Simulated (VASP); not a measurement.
# AgI (F-43m) in VASP: notebook

The runs below take AgI through single point, with PBEsol, HSE06.

Everything below comes from runs of VASP 6.6.1. Logs are shortened: lines on timing, memory, paths and dates and some standing lists are left out, and cuts for length are marked.

**1. The cell of the first run**

The structure is cubic, space group F-43m (No. 216). Conventional cell: a = 6.577 Å, b = 6.577 Å, c = 6.577 Å, α = 90.00°, β = 90.00°, γ = 90.00°. Ag (site symmetry -43m) has 4 I at 2.85 Å within 3.8 Å. Within 3.8 Å of I (site symmetry -43m) lie 4 Ag at 2.85 Å.

**2. Single point, PBEsol**

Input file INCAR:

```
PREC = Accurate
ENCUT = 500
EDIFF = 1E-6
ISMEAR = 0
SIGMA = 0.01
LREAL = F
LASPH = T
NELM = 120
ALGO = Normal
ISIF = 2
LWAVE = F
LCHARG = F
GGA = PS
NBANDS = 16
GGA_COMPAT = F
```

Input file KPOINTS:

```
Automatic mesh
0
Gamma
  4 4 4
```

Input file POSCAR:

```
AgI
1.0
    0.0000000000      3.2885749246      3.2885749246
    3.2885749246      0.0000000000      3.2885749246
    3.2885749246      3.2885749246      0.0000000000
Ag I
1 1
Direct
    0.0000000000      0.0000000000      0.0000000000
    0.2500000000      0.2500000000      0.2500000000
```

Potentials or basis: VASP PAW PBE potentials, release 64 (Ag, I).

Started as:

```console
$ cat potpaw_PBE.64/Ag/POTCAR potpaw_PBE.64/I/POTCAR > POTCAR
$ mpirun -np 1 vasp_std > vasp.out
```

OUTCAR:

```text
PREC = Accurate
   ENCUT = 500
   EDIFF = 1E-6
   ISMEAR = 0
   LREAL = F
   LASPH = T
   NELM = 120
   ISIF = 2
   GGA = PS

 ion  position               nearest neighbor table
   1  0.000  0.000  0.000-   2 2.85   2 2.85   2 2.85   2 2.85
   2  0.250  0.250  0.250-   1 2.85   1 2.85   1 2.85   1 2.85

  LATTYP: Found a face centered cubic cell.
 ALAT       =     6.5771498492

  Lattice vectors:

 A1 = (   0.0000000000,   3.2885749246,   3.2885749246)
 A2 = (   3.2885749246,   0.0000000000,   3.2885749246)
 A3 = (   3.2885749246,   3.2885749246,   0.0000000000)

Analysis of symmetry for initial positions (statically):
[... 5 lines left out ...]
 face centered cubic supercell.

 Subroutine GETGRP returns: Found 24 space group operations
 (whereof 24 operations were pure point group operations)
 out of a pool of 48 trial point group operations.

The static configuration has the point symmetry T_d .

Analysis of symmetry for dynamics (positions and initial velocities):
[... 5 lines left out ...]
 face centered cubic supercell.

 Subroutine GETGRP returns: Found 24 space group operations
 (whereof 24 operations were pure point group operations)
 out of a pool of 48 trial point group operations.

The dynamic configuration has the point symmetry T_d .

 Subroutine INISYM returns: Found 24 space group operations
 (whereof 24 operations are pure point group operations),
 and found     1 'primitive' translations

----------------------------------------------------------------------------------------

                                     Primitive cell

  volume of cell :      71.1301

  direct lattice vectors                    reciprocal lattice vectors
     0.000000000  3.288574925  3.288574925    -0.152041541  0.152041541  0.152041541
     3.288574925  0.000000000  3.288574925     0.152041541 -0.152041541  0.152041541
     3.288574925  3.288574925  0.000000000     0.152041541  0.152041541 -0.152041541

  length of vectors
     4.650747259  4.650747259  4.650747259     0.263343674  0.263343674  0.263343674

  position of ions in fractional coordinates (direct lattice)
     0.000000000  0.000000000  0.000000000
     0.250000000  0.250000000  0.250000000

  ion indices of the primitive-cell ions
   primitive index   ion index
                 1           1
                 2           2

----------------------------------------------------------------------------------------

 KPOINTS: Automatic mesh

Automatic generation of k-mesh.
 Grid dimensions read from file:
 generate k-points for:    4    4    4

 Generating k-lattice:

  Cartesian coordinates                     Fractional coordinates (reciprocal lattice)
    -0.038010385  0.038010385  0.038010385     0.250000000  0.000000000  0.000000000
     0.038010385 -0.038010385  0.038010385     0.000000000  0.250000000  0.000000000
     0.038010385  0.038010385 -0.038010385     0.000000000  0.000000000  0.250000000

  Length of vectors
     0.065835919  0.065835919  0.065835919

  Shift w.r.t. Gamma in fractional coordinates (k-lattice)
     0.000000000  0.000000000  0.000000000

 Subroutine IBZKPT returns following result:
 ===========================================

 Found      8 irreducible k-points:

 Following reciprocal coordinates:
            Coordinates               Weight
  0.000000  0.000000  0.000000      1.000000
  0.250000  0.000000  0.000000      8.000000
  0.500000  0.000000  0.000000      4.000000
  0.250000  0.250000  0.000000      6.000000
  0.500000  0.250000  0.000000     24.000000
 -0.250000  0.250000  0.000000     12.000000
  0.500000  0.500000  0.000000      3.000000
 -0.250000  0.500000  0.250000      6.000000
   k-points           NKPTS =      8   k-points in BZ     NKDIM =      8   number of bands    NBANDS=     16
   number of dos      NEDOS =    301   number of ions     NIONS =      2
   total plane-waves  NPLWV =  46656
   dimension x,y,z NGX =    36 NGY =   36 NGZ =   36
   dimension x,y,z NGXF=    72 NGYF=   72 NGZF=   72
   ions per type =               1   1
   NGX,Y,Z   is equivalent  to a cutoff of  12.87, 12.87, 12.87 a.u.
   NGXF,Y,Z  is equivalent  to a cutoff of  25.74, 25.74, 25.74 a.u.
 SYSTEM =  unknown system
   PREC   = accura    normal or accurate (medium, high low for compatibility)
   ISTART =      0    job   : 0-new  1-cont  2-samecut
   ICHARG =      2    charge: 1-file 2-atom 10-const
   ISPIN  =      1    spin polarized calculation?
   LNONCOLLINEAR =      F non collinear calculations
   LSORBIT =      F    spin-orbit coupling
   LASPH  =      T    aspherical Exc in radial PAW
   ENCUT  =  500.0 eV  36.75 Ry    6.06 a.u.   8.48  8.48  8.48*2*pi/ulx,y,z
   NELM   =    120;   NELMIN=  2; NELMDL= -5     # of ELM steps
   EDIFF  = 0.1E-05   stopping-criterion for ELM
   LREAL  =      F    real-space projection
   EDIFFG = 0.1E-04   stopping-criterion for IOM
   NSW    =      0    number of steps for IOM
   IBRION =     -1    ionic relax: 0-MD 1-quasi-New 2-CG
   NFREE  =      0    steps in history (QN), initial steepest desc. (CG)
   ISIF   =      2    stress and relaxation
   ISYM   =      2    0-nonsym 1-usesym 2-fastsym
   POTIM  = 0.5000    time-step for ionic-motion
   TEBEG  =    0.0;   TEEND  =   0.0 temperature during run
   PSTRESS=    0.0 pullay stress
   NELECT =      18.0000    total number of electrons
   NUPDOWN=      -1.0000    fix difference up-down
   EMIN   =  10.00;   EMAX   =-10.00  energy-range for DOS
   EFERMI =   0.00;   METHOD = LEGACY
   ISMEAR =     0;   SIGMA  =   0.01  broadening in eV -4-tet -1-fermi 0-gaus
   EFERMI_NEDOS =   21; number of points for ismear=-14 and -15
   IALGO  =     38    algorithm
   IMIX   =      4    mixing-type and parameters
     AMIX     =   0.40;   BMIX     =  1.00
     AMIX_MAG =   1.60;   BMIX_MAG =  1.00
  volume/ion in A,a.u.               =      35.57       240.00
  Fermi-wavevector in a.u.,A,eV,Ry     =   1.035495  1.956801 14.588840  1.072250
  Thomas-Fermi vector in A             =   2.169841
   LORBIT       =      0    0 simple, 1 ext, 2 COOP (PROOUT), +10 PAW based schemes
   GGA     = PS    functional components
   LHFCALC =     F    Hartree Fock is set to
   AEXX    =    0.0000 exact exchange contribution
   IVDW    =     0    specifies the selected vdW correction
   LEPSILON=     F    determine dielectric tensor
   LRPA    =     F    only Hartree local field effects (RPA)
 non-spin polarized calculation
 Gauss-broadening in eV      SIGMA  =   0.01
  energy-cutoff  :      500.00
  volume of cell :       71.13
 maximum number of plane-waves:      1820
 NGX is ok and might be reduce to    36
   NGX = 17   NGY = 17   NGZ = 17

 number of electron      18.0000002 magnetization

 Free energy of the ion-electron system (eV)
  ---------------------------------------------------
  ext. energy  EPLUGINS =         0.00000000
  ---------------------------------------------------
  free energy    TOTEN  =        -5.41299644 eV

  energy without entropy =       -5.41299644  energy(sigma->0) =       -5.41299644

 E-fermi :   2.6763     XC(G=0):  -8.4523

 val. band max:        2.6021212883   @ k =   0.0000   0.0000   0.0000
 cond. band min:       3.8060641251   @ k =   0.0000   0.0000   0.0000
 fundamental gap:      1.2039428368
 Fermi energy:         2.6762563239

 k-point     1 :       0.0000    0.0000    0.0000
  band No.  band energies     occupation
      1     -10.0344      2.00000
      2      -1.4163      2.00000
      3      -1.4163      2.00000
      4      -1.4163      2.00000
      5      -0.3282      2.00000
      6      -0.3282      2.00000
[... 8 lines left out ...]
     15      12.5687      0.00000
     16      12.5687      0.00000

 k-point     2 :       0.2500    0.0000    0.0000
  band No.  band energies     occupation
      1      -9.9060      2.00000
      2      -1.4619      2.00000
      3      -1.3307      2.00000
      4      -1.3307      2.00000
      5      -0.3309      2.00000
      6      -0.3309      2.00000
[... 8 lines left out ...]
     15      11.7734      0.00000
     16      11.8653      0.00000

 k-point     3 :       0.5000    0.0000    0.0000
  band No.  band energies     occupation
      1      -9.7704      2.00000
      2      -1.3441      2.00000
      3      -1.2532      2.00000
      4      -1.2532      2.00000
      5      -0.3004      2.00000
      6      -0.3004      2.00000
[... 8 lines left out ...]
     15      13.3494      0.00000
     16      13.3494      0.00000

 k-point     4 :       0.2500    0.2500    0.0000
  band No.  band energies     occupation
      1      -9.8634      2.00000
      2      -1.5837      2.00000
      3      -1.2316      2.00000
      4      -1.2316      2.00000
      5      -0.3856      2.00000
      6      -0.2880      2.00000
[... 8 lines left out ...]
     15      12.8746      0.00000
     16      14.4445      0.00000

 k-point     5 :       0.5000    0.2500    0.0000
  band No.  band energies     occupation
      1      -9.7280      2.00000
      2      -1.4800      2.00000
      3      -1.1151      2.00000
      4      -1.0791      2.00000
      5      -0.3015      2.00000
      6      -0.2858      2.00000
[... 8 lines left out ...]
     15      13.4928      0.00000
     16      14.2098      0.00000

 k-point     6 :      -0.2500    0.2500    0.0000
  band No.  band energies     occupation
      1      -9.7730      2.00000
      2      -1.3232      2.00000
      3      -1.2822      2.00000
      4      -1.2211      2.00000
      5      -0.3535      2.00000
      6      -0.3053      2.00000
[... 8 lines left out ...]
     15      12.8455      0.00000
     16      14.2233      0.00000

 k-point     7 :       0.5000    0.5000    0.0000
  band No.  band energies     occupation
      1      -9.6836      2.00000
      2      -1.6932      2.00000
      3      -0.9389      2.00000
      4      -0.9389      2.00000
      5      -0.2473      2.00000
      6      -0.2195      2.00000
[... 8 lines left out ...]
     15      13.3203      0.00000
     16      14.3132      0.00000

 k-point     8 :      -0.2500    0.5000    0.2500
  band No.  band energies     occupation
      1      -9.6830      2.00000
      2      -1.3504      2.00000
      3      -1.1629      2.00000
      4      -0.9443      2.00000
      5      -0.3875      2.00000
      6      -0.1183      2.00000
[... 8 lines left out ...]
     15      14.0447      0.00000
     16      14.1151      0.00000

------------------------ aborting loop because EDIFF is reached ----------------------------------------

  FORCE on cell =-STRESS in cart. coord.  units (eV):
  Direction    XX          YY          ZZ          XY          YZ          ZX
  --------------------------------------------------------------------------------------
  -------------------------------------------------------------------------------------
  Total       -0.7077022     -0.7077022     -0.7077022      0.0000000     -0.0000000      0.0000000
  in kB      -15.9407195    -15.9407195    -15.9407195      0.0000000     -0.0000000      0.0000000
  external PRESSURE =     -15.9407195 kB  Pullay stress =       0.0000000 kB

 VOLUME and BASIS-vectors are now :
 -----------------------------------------------------------------------------
  energy-cutoff  :      500.00
  volume of cell :       71.13
      direct lattice vectors                 reciprocal lattice vectors
     0.000000000  3.288574925  3.288574925    -0.152041541  0.152041541  0.152041541
     3.288574925  0.000000000  3.288574925     0.152041541 -0.152041541  0.152041541
     3.288574925  3.288574925  0.000000000     0.152041541  0.152041541 -0.152041541

 POSITION                                       TOTAL-FORCE (eV/Angst)
 -----------------------------------------------------------------------------------
      0.00000      0.00000      0.00000        -0.000000     -0.000000     -0.000000
      1.64429      1.64429      1.64429         0.000000      0.000000      0.000000
 -----------------------------------------------------------------------------------
    total drift:                               -0.000000     -0.000000     -0.000000

  FREE ENERGIE OF THE ION-ELECTRON SYSTEM (eV)
  ---------------------------------------------------
  free  energy   TOTEN  =        -5.4129964416 eV

  energy  without entropy=       -5.4129964416  energy(sigma->0) =       -5.41299644
```

Run time: 13 s. Hardware: 1 thread of Intel Xeon Platinum 8488C (Sapphire Rapids), shared host; peak memory 0.2 GiB.

Results:

* Free energy: -5.4130 eV
* Pressure: -1.6 GPa
* Band gap on the k mesh: 1.20 eV, direct

Caveat: the PAW data sets were made with another functional, which shifts forces and pressure a little; spin-orbit coupling is left out, which moves the levels of the heavy elements.

**3. Single point, HSE06**

POSCAR is that of step 2.

Input file INCAR.step1:

```
SYSTEM = AgI
PREC = Accurate
ENCUT = 400
EDIFF = 1E-5
ISMEAR = 0
SIGMA = 0.01
LREAL = .FALSE.
LASPH = .TRUE.
NELM = 120
ALGO = Normal
ISIF = 2
LWAVE = .TRUE.
LCHARG = .FALSE.
GGA = PE
NBANDS = 16
GGA_COMPAT = .FALSE.
```

Input file INCAR.step2:

```
SYSTEM = AgI
PREC = Accurate
ENCUT = 400
EDIFF = 1E-6
ISMEAR = 0
SIGMA = 0.01
LREAL = .FALSE.
LASPH = .TRUE.
NELM = 120
ALGO = Normal
ISIF = 2
LWAVE = .FALSE.
LCHARG = .FALSE.
GGA = PE
LHFCALC = .TRUE.
HFSCREEN = 0.2079
PRECFOCK = Normal
ISTART = 1
NBANDS = 16
GGA_COMPAT = .FALSE.
```

Input file KPOINTS:

```
regular mesh
0
G
  4 4 4
  0 0 0
```

Potentials or basis: VASP PAW PBE potentials, release 64 (Ag, I).

Started as:

```console
$ cat potpaw_PBE.64/Ag/POTCAR potpaw_PBE.64/I/POTCAR > POTCAR
$ cp INCAR.step1 INCAR
$ mpirun -np 1 vasp_std > vasp.out
$ cp INCAR.step2 INCAR
$ mpirun -np 1 vasp_std > vasp.out
```

OUTCAR:

```text
SYSTEM = AgI
   PREC = Accurate
   ENCUT = 400
   EDIFF = 1E-6
   ISMEAR = 0
   LREAL = .FALSE.
   LASPH = .TRUE.
   NELM = 120
   ISIF = 2
   GGA = PE
   LHFCALC = .TRUE.
   HFSCREEN = 0.2079
   PRECFOCK = Normal
   ISTART = 1

 ion  position               nearest neighbor table
   1  0.000  0.000  0.000-   2 2.85   2 2.85   2 2.85   2 2.85
   2  0.250  0.250  0.250-   1 2.85   1 2.85   1 2.85   1 2.85

  LATTYP: Found a face centered cubic cell.
 ALAT       =     6.5771498492

  Lattice vectors:

 A1 = (   0.0000000000,   3.2885749246,   3.2885749246)
 A2 = (   3.2885749246,   0.0000000000,   3.2885749246)
 A3 = (   3.2885749246,   3.2885749246,   0.0000000000)

Analysis of symmetry for initial positions (statically):
[... 5 lines left out ...]
 face centered cubic supercell.

 Subroutine GETGRP returns: Found 24 space group operations
 (whereof 24 operations were pure point group operations)
 out of a pool of 48 trial point group operations.

The static configuration has the point symmetry T_d .

Analysis of symmetry for dynamics (positions and initial velocities):
[... 5 lines left out ...]
 face centered cubic supercell.

[... 139 lines left out ...]
  free energy    TOTEN  =        -5.72314813 eV

  energy without entropy =       -5.72314813  energy(sigma->0) =       -5.72314813

 E-fermi :   2.0733     XC(G=0):  -6.8782

 val. band max:        1.9701840134   @ k =   0.0000   0.0000   0.0000
 cond. band min:       4.4520805569   @ k =   0.0000   0.0000   0.0000
 fundamental gap:      2.4818965435
 Fermi energy:         2.0732599660

 k-point     1 :       0.0000    0.0000    0.0000
  band No.  band energies     occupation
      1     -11.5047      2.00000
      2      -2.6165      2.00000
      3      -2.6165      2.00000
      4      -2.6165      2.00000
      5      -1.6039      2.00000
      6      -1.6039      2.00000
[... 129 lines left out ...]
      3      -2.1258      2.00000
      4      -1.9974      2.00000
      5      -1.6672      2.00000
      6      -1.3171      2.00000
[... 8 lines left out ...]
     15      14.8330      0.00000
     16      14.9351      0.00000

------------------------ aborting loop because EDIFF is reached ----------------------------------------

  FORCE on cell =-STRESS in cart. coord.  units (eV):
  Direction    XX          YY          ZZ          XY          YZ          ZX
  --------------------------------------------------------------------------------------
  -------------------------------------------------------------------------------------
  Total        0.1764796      0.1764796      0.1764796      0.0000000      0.0000000     -0.0000000
  in kB        3.9751339      3.9751339      3.9751339      0.0000000      0.0000000     -0.0000000
  external PRESSURE =       3.9751339 kB  Pullay stress =       0.0000000 kB

 VOLUME and BASIS-vectors are now :
 -----------------------------------------------------------------------------
  energy-cutoff  :      400.00
  volume of cell :       71.13
      direct lattice vectors                 reciprocal lattice vectors
     0.000000000  3.288574925  3.288574925    -0.152041541  0.152041541  0.152041541
     3.288574925  0.000000000  3.288574925     0.152041541 -0.152041541  0.152041541
     3.288574925  3.288574925  0.000000000     0.152041541  0.152041541 -0.152041541

 POSITION                                       TOTAL-FORCE (eV/Angst)
 -----------------------------------------------------------------------------------
      0.00000      0.00000      0.00000         0.000000      0.000000      0.000000
      1.64429      1.64429      1.64429        -0.000000     -0.000000     -0.000000
 -----------------------------------------------------------------------------------
    total drift:                               -0.000093     -0.000032     -0.000015

  FREE ENERGIE OF THE ION-ELECTRON SYSTEM (eV)
  ---------------------------------------------------
  free  energy   TOTEN  =        -5.7231481324 eV

  energy  without entropy=       -5.7231481324  energy(sigma->0) =       -5.72314813
```

Run time: 5 min. Hardware: 1 thread of Intel Xeon Platinum 8488C (Sapphire Rapids), shared host; peak memory 0.28 GiB.

What came out:

* Free energy: -5.7231 eV
* Pressure: 0.4 GPa
* Band gap on the k mesh: 2.48 eV, direct

Caveat: the PAW data sets were made with another functional, which shifts forces and pressure a little; spin-orbit coupling is left out, which moves the levels of the heavy elements.
